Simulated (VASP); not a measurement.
Set up this calculation in VASP 6.6.1, as the native input.

- Task: single point
- Functional: PBE
- Potentials or basis: VASP PAW PBE potentials, release 64 (B, P)
- Cutoff: 520 eV
- k mesh: 10 × 10 × 10
- Occupations: fermi-dirac, width 0.02 eV
- Spin: no spin polarisation
- Dipole correction: no
- Further INCAR settings: ALGO = Normal; EDIFF = 1e-06; NBANDS = 11

The structure of BP lies in POSCAR:

```
BP
1.0
    0.0000000000      2.2683156724      2.3699362145
    2.2683156724      0.0000000000      2.3699362145
    2.2683156724      2.2683156724      0.0000000000
B P
1 1
Direct
    0.0000000000      0.0000000000      0.0000000000
    0.2500000000      0.2500000000      0.2500000000
```

This cell differs from its parent crystal: uniaxial z strain +4.5%.

These files were run (other wordings do the same):

INCAR

```
SYSTEM = BP
PREC = Accurate
ENCUT = 520
EDIFF = 1E-6
ISMEAR = -1
SIGMA = 0.02
LREAL = .False.
LASPH = .True.
NELM = 80
ALGO = Normal
ISIF = 2
LWAVE = .False.
LCHARG = .False.
GGA = PE
NBANDS = 11
```

KPOINTS

```
Automatic mesh
0
Gamma
  10 10 10
  0 0 0
```

Potentials or basis: VASP PAW PBE potentials, release 64 (B, P).

The run is started by

```console
$ cat potpaw_PBE.64/B/POTCAR potpaw_PBE.64/P/POTCAR > POTCAR
$ mpirun -np 1 vasp_std > vasp.out
```

It gave:

The pressure is -5.7 GPa. The band gap on the k mesh is 0.97 eV, indirect (least direct gap 3.12 eV).

Caveat: the cell differs from its parent crystal (uniaxial z strain +4.5%).

Wall time 16 s on 1 thread of Intel(R) Xeon(R) Platinum 8488C (Sapphire Rapids) (shared host), peak memory 0.15 GiB.
